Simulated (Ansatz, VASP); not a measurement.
**One calculation of MoH3, two programs**

```
CELL_PARAMETERS angstrom
2.87086 0.00000 0.00000
0.00000 2.87086 0.00000
0.00000 0.00000 2.98533
ATOMIC_POSITIONS crystal
H 0.50000 0.00000 0.00000
H 0.00000 0.50000 0.00000
H 0.00000 0.00000 0.50000
Mo 0.50000 0.50000 0.50000
```

Alike in both runs: functional PBE; k mesh 5 × 5 × 3; occupations gaussian, width 0.15 eV; no spin polarisation.

Ansatz relaxed the structure, and its values are those at the end. VASP's run is a single point on that final structure, the one shown.

|  | VASP | Ansatz |
| --- | --- | --- |
| version | VASP 6.6.1 | Ansatz 0.2.0 |
| potentials or method | VASP PAW PBE potentials, release 64 (H, Mo_sv), cutoff 500 eV | scalar-relativistic, plane waves, PAW |
| valence electrons in the cell | 17 | 17 |

|  | VASP | Ansatz | Ansatz less VASP |
| --- | --- | --- | --- |
| gap on the k mesh at the Fermi level (eV) | none | none | - |
| pressure (GPa) | -0.1 | -0.1 | -0.04 |

A gap of «none» marks a metal or a gap that the smearing closes.

The k mesh is coarse, so the values compare programs but aren't converged.
